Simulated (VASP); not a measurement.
# MgO: single point with r2SCAN

Crystal: MgO.

```
Mg O
1.0
     3.28882    0.00000    0.00000
    -1.64441    2.84820    0.00000
     0.00000    0.00000    5.03227
Mg O
2 2
Cartesian
  0.0000 1.8988 0.0244
  1.6444 0.9494 2.5406
  0.0000 1.8988 2.0116
  1.6444 0.9494 4.5278
```

```yaml
Program: VASP 6.6.1
Task: single point
Functional: r2SCAN
Potentials_or_basis: VASP PAW PBE potentials, release 64 (Mg, O)
Cutoff: 520 eV
k_mesh: 12 × 12 × 6
Occupations: gaussian, width 0.02 eV
Spin: no spin polarisation
```

- Pressure: -0.6 GPa
- Band gap on the k mesh: 4.21 eV, direct

Stress tensor (GPa, compression positive):
```
-0.58  0.00  0.00
 0.00 -0.58  0.00
 0.00  0.00 -0.49
```

Levels at points of the mesh, in eV from the valence-band top:
| k point | band 6 | band 7 | band 8 | band 9 | band 10 | band 11 |
| --- | --- | --- | --- | --- | --- | --- |
| (0.00, 0.00, 0.00) | -0.38 | -0.38 | 0.00 | 4.21 | 9.43 | 11.17 |
| (0.50, 0.00, 0.00) | -1.23 | -0.79 | -0.47 | 8.59 | 8.84 | 10.13 |
| (0.00, 0.00, 0.50) | -0.54 | -0.54 | -0.54 | 6.72 | 6.72 | 14.18 |
| (0.50, 0.00, 0.50) | -0.87 | -0.70 | -0.70 | 8.15 | 8.15 | 11.80 |

Wall time 2.2 min on 1 thread of Intel Xeon 6975P-C, on a shared host, peak memory 0.2 GiB.

Caveat: the PAW data sets were made with another functional, which shifts forces and pressure a little. r2SCAN opens gaps a little over a GGA but as a rule still falls short of measured ones.
